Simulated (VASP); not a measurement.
Input of a VASP 6.6.1 run:

INCAR

```
SYSTEM = Sc
  PREC = Accurate
  ENCUT = 520
  EDIFF = 1E-7
  ISMEAR = 0
  SIGMA = 0.15
  LREAL = .FALSE.
  LASPH = .TRUE.
  NELM = 80
  ALGO = Normal
  ISIF = 2
  LWAVE = .FALSE.
  LCHARG = .FALSE.
  GGA = PS
  NBANDS = 18
```

Contents of KPOINTS:

```
Automatic mesh
0
G
  6 6 4
  0 0 0
```

Contents of POSCAR:

```
Sc
1.0
    3.5713700000      0.0000000000      0.0000000000
    0.0000000000      3.5713700000      0.0000000000
    0.0000000000      0.0000000000      7.9561300000
Sc
2
Direct
    0.0000000000      0.5000000000      0.1345600000
    0.5000000000      0.0000000000      0.8654400000
```

Potentials or basis: VASP PAW PBE potentials, release 64 (Sc_sv).

Launch:

```bash
$ cat potpaw_PBE.64/Sc_sv/POTCAR > POTCAR
$ mpirun -np 1 vasp_std > vasp.out
```

Task: Estimate the largest force.

Result: 0.771 eV/Å.

Task: Estimate the band gap on the k mesh.

Result: Zero (bands 11 and 12 overlap by 0.33 eV).

Task: Estimate the pressure.

Result: -5.7 GPa.

Stress tensor (GPa, compression positive):
```
-6.45  0.00  0.00
 0.00 -6.45  0.00
 0.00  0.00 -4.07
```

Caveat: the cell stands under tension; the PAW data sets were made with another functional, which shifts forces and pressure a little.
